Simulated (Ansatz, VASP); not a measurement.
# Gd: VASP beside Ansatz

The input INCAR:

```
ALGO     = Normal         # electronic algorithm
EDIFF    = 1E-7           # SCF threshold, eV
ENCUT    = 520            # plane-wave cutoff, eV
GGA      = CA             # functional
ISIF     = 2              # what is computed and relaxed
ISMEAR   = 0              # smearing method
ISPIN    = 2              # spin polarisation
LASPH    = T              # aspherical terms in the spheres
LCHARG   = F              # write CHGCAR
LMAXMIX  = 6              # l up to which the mixer works
LORBIT   = 11             # projections on sites
LREAL    = F              # projectors in reciprocal space
LWAVE    = F              # write WAVECAR
MAGMOM   = 7.214 7.214    # initial moments
NBANDS   = 29             # bands
NELM     = 150            # most SCF steps
PREC     = Accurate       # precision mode
SIGMA    = 0.6            # smearing width, eV
```

KPOINTS

```
k-points
0
Gamma
  10 10 6
```

POSCAR

```
Gd
1.0
    3.4841536640      0.0000000000      0.0000000000
   -1.7420768320      3.0173655837      0.0000000000
    0.0000000000      0.0000000000      5.5867162136
Gd
2
Direct
    0.3333333333      0.6666666667      0.2500000000
    0.6666666667      0.3333333333      0.7500000000
```

Input for Ansatz:

```yaml
crystal:
  lattice:
    - [3.484153664, 0.0, 0.0]
    - [-1.742076832, 3.0173655837, 0.0]
    - [0.0, 0.0, 5.5867162136]
  atoms:
    - { symbol: Gd, position: [0.3333333333, 0.6666666667, 0.25], spin: 7.214 }
    - { symbol: Gd, position: [0.6666666667, 0.3333333333, 0.75], spin: 7.214 }
hamiltonian:
  xc: lda
  pseudopotentials:
    kind: paw
    azcp:
      Gd: "pseudopotentials/Gd.paw.azcp"
basis:
  ecutwfc: 420
  fft_grid_basis: typed
kpoints:
  mp_grid: { grid: [10, 10, 6], shift: [0, 0, 0] }
magnetization:
  spin_polarized: true
scf:
  occupations: { method: gaussian, width: 0.6 }
  lower_state_search: "off"
output:
  stress: true
  write_density: true
  write_potential: true
  elf: true
  volumetric_format: npy
```

Alike in both runs: task single point; functional LDA; k mesh 10 × 10 × 6; occupations gaussian, width 0.6 eV; collinear spin.

|  | VASP | Ansatz |
| --- | --- | --- |
| version | VASP 6.6.1 | Ansatz 0.2.0 |
| potentials or method | VASP PAW PBE potentials, release 64 (Gd), cutoff 520 eV | plane waves (420 eV) with PAW, scalar-relativistic |
| valence electrons in the cell | 36 | 36 |

VASP gave:

* pressure (GPa): 1.2
* traceless stress, the component that is largest in VASP (GPa): -0.09
* net moment per atom (μB): 7.17
* size of the moment on the site where the two differ most (μB): 6.78

**Question.** Which values does Ansatz return?

**Answer.** Pressure (GPa): 1.0; traceless stress, the component that is largest in VASP (GPa): -0.07; net moment per atom (μB): 7.25; size of the moment on the site where the two differ most (μB): 7.07.

VASP's potentials were made for PBE, not for LDA, and Ansatz warns of the same on its side. LDA's correlation is that of Perdew and Zunger in VASP and of Perdew and Wang (1992) in Ansatz. Site moments also hang on the region over which each program counts them.

Spin-orbit coupling is off throughout.
